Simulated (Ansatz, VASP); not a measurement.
## SnO in VASP and in Ansatz

```
Sn O
1.0
     3.81370    0.00000    0.00000
     0.00000    3.81370    0.00000
     0.00000    0.00000    4.88691
Sn O
2 2
Direct
  0.50000 0.00000 0.76463
  0.00000 0.50000 0.23537
  0.00000 0.00000 0.00000
  0.50000 0.50000 0.00000
```

Alike in both runs: functional HF; k mesh 4 × 4 × 3; occupations fermi-dirac, width 0.05 eV; no spin polarisation.

```csv
,VASP,Ansatz
version,VASP 6.6.1,Ansatz 0.2.0
potentials or method,"VASP PAW PBE potentials, release 64 (Sn_d, O)",Ansatz PAW
plane-wave cutoff (eV),520,420
valence electrons in the cell,40,40
task,single point,band structure
```

```csv
,VASP,Ansatz,Ansatz less VASP
gap on the k mesh at the Fermi level (eV),5.10,4.97,-0.133
least direct gap on the mesh (eV),8.32,8.31,-0.012
pressure (GPa),-0.6,-0.8,-0.21
"traceless stress, the component that is largest in VASP (GPa)",1.53,1.40,-0.129
rms of the force components (eV/Å),0.379,0.464,+0.0841
```

VASP's potentials were made for PBE, not for HF. Atom by atom the forces differ by 0.084 eV/Å (rms over components).

The k mesh is coarse, so the values compare programs but aren't converged.
